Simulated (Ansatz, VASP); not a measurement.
# Ga2C in VASP and in Ansatz

The input INCAR:

```
SYSTEM = Ga2C
PREC = Accurate
ENCUT = 600
EDIFF = 1E-7
ISMEAR = 0
SIGMA = 0.1
LREAL = .False.
LASPH = .True.
NELM = 60
ALGO = Normal
ISIF = 3
LWAVE = .False.
LCHARG = .False.
GGA = PE
IBRION = 2
NSW = 100
EDIFFG = -0.01
```

The input KPOINTS:

```
Automatic mesh
0
Gamma
  12 12 16
  0 0 0
```

Contents of POSCAR:

```
Ga2C
1.0
    4.3302212572      0.0000000000      0.0000000000
   -2.1651106286      3.7500816128      0.0000000000
    0.0000000000      0.0000000000      2.8433067247
Ga C
2 1
Direct
    0.3333333333      0.6666666667      0.5000000000
    0.6666666667      0.3333333333      0.5000000000
    0.0000000000      0.0000000000      0.0000000000
```

Input for Ansatz:

```yaml
crystal:
  lattice:
    - [4.3302212572, 0.0, 0.0]
    - [-2.1651106286, 3.7500816128, 0.0]
    - [0.0, 0.0, 2.8433067247]
  atoms:
    - { symbol: Ga, position: [0.3333333333, 0.6666666667, 0.5] }
    - { symbol: Ga, position: [0.6666666667, 0.3333333333, 0.5] }
    - { symbol: C, position: [0.0, 0.0, 0.0] }
basis:
  ecutwfc: 420
kpoints:
  mp_grid: { grid: [12, 12, 16] }
hamiltonian:
  xc: pbe
scf:
  occupations: { method: gaussian, width: 0.1 }
output:
  forces: true
  stress: true
  eigenvalues: true
relax:
  adjacent_minimum: "off"
  f_tol: 0.01
  max_steps: 80
  cell: { stress_tol: 0.05 }
```

Alike in both runs: task relaxation of cell and atoms; functional PBE; k mesh 12 × 12 × 16; occupations gaussian, width 0.1 eV; no spin polarisation.

```csv
,VASP,Ansatz
version,VASP 6.6.1,Ansatz 0.2.0
potentials or method,"VASP PAW PBE potentials, release 64 (Ga_d, C), cutoff 600 eV","scalar-relativistic, plane waves, PAW"
valence electrons in the cell,30,30
```

```tsv
	VASP	Ansatz	Ansatz less VASP
gap on the k mesh at the Fermi level, each at its own relaxed structure (eV)	none	none	-
relaxed volume (Å³/atom)	15.06	15.04	-0.025
relaxed cell length with the largest relative difference (Å)	2.696	2.694	-0.0024
```

A gap of «none» marks a metal or a gap that the smearing closes.
